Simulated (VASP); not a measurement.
Here is a VASP 6.6.1 calculation.

File INCAR:

```
SYSTEM = Ba
PREC = Accurate
ENCUT = 520
EDIFF = 1E-6
ISMEAR = -1
SIGMA = 0.1
LREAL = .False.
LASPH = .True.
NELM = 60
ALGO = Normal
ISIF = 2
LWAVE = .False.
LCHARG = .False.
GGA = PS
NBANDS = 11
```

KPOINTS

```
regular mesh
0
Gamma
  8 8 8
  0 0 0
```

The input POSCAR:

```
Ba
1.0
   -2.5065000000      2.5065000000      2.5065000000
    2.5065000000     -2.5065000000      2.5065000000
    2.5065000000      2.5065000000     -2.5065000000
Ba
1
Direct
    0.0000000000      0.0000000000      0.0000000000
```

Potentials or basis: VASP PAW PBE potentials, release 64 (Ba_sv).

Launch:

```console
$ cat potpaw_PBE.64/Ba_sv/POTCAR > POTCAR
$ mpirun -np 1 vasp_std > vasp.out
```

Question: Predict the band gap on the k mesh.

Answer: Zero (bands 5 and 6 overlap by 1.06 eV).

Question: What does it give for the pressure?

Answer: -0.6 GPa.

Caveat: the PAW data sets were made with another functional, which shifts forces and pressure a little; spin-orbit coupling is left out, which moves the levels of the heavy elements.
